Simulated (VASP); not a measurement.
The system is BeZnSe2.

```xyz
4
Lattice="3.8372 0.0000 0.0000 0.0000 3.8372 0.0000 0.0000 0.0000 5.5159" Properties=species:S:1:pos:R:3 pbc="T T T"
Be    0.0000    0.0000    0.0000
Zn    1.9186    1.9186    2.7580
Se    0.0000    1.9186    4.2868
Se    1.9186    0.0000    1.2291
```

Base run:

```yaml
Program: VASP 6.6.1
Functional: r2SCAN
Potentials_or_basis: VASP PAW PBE potentials, release 64 (Be, Zn, Se)
Cutoff: 520 eV
k_mesh: 8 × 8 × 6
Occupations: gaussian, width 0.02 eV
Spin: no spin polarisation
```

Its results: band gap on the k mesh 2.88 eV, direct; pressure -1.5 GPa; largest force 0.166 eV/Å.

Q: The run is repeated on the same cell with these changes: functional from r2SCAN to PBE. What comes out?

A: Band gap on the k mesh 2.27 eV, direct; pressure 0.2 GPa; largest force 0.013 eV/Å.

r2SCAN gives the wider gap, since meta-GGAs in the generalised Kohn-Sham scheme recover part of the derivative discontinuity.

Caveats: the PAW data sets were made with another functional, which shifts forces and pressure a little (some runs).

A k mesh can miss the band edges.
